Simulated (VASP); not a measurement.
NaF:

```
CELL_PARAMETERS angstrom
3.86807 0.00000 0.00000
-1.93403 3.34984 0.00000
0.00000 0.00000 4.55141
ATOMIC_POSITIONS crystal
Na 0.33333 0.66667 0.25000
Na 0.66667 0.33333 0.75000
F 0.66667 0.33333 0.25000
F 0.33333 0.66667 0.75000
```

Program: VASP 6.6.1. Alike in all runs: task single point; no spin polarisation; cell as given; k mesh 6 × 6 × 4; cutoff (eV) 520; smearing gaussian 0.01 eV.

Problem. Order these runs on this cell by their pressure, lowest first.
A. level r2SCAN; potentials or basis VASP PAW PBE potentials, release 64 (Na_pv, F)
B. level LDA; potentials or basis VASP PAW LDA potentials, release 64 (Na_pv, F)
C. level PBE; potentials or basis VASP PAW PBE potentials, release 64 (Na_pv, F)

Solution. B (-2.6 GPa), A (-0.5 GPa), C (2.5 GPa).

Caveats: the PAW data sets were made with another functional, which shifts forces and pressure a little (some runs).
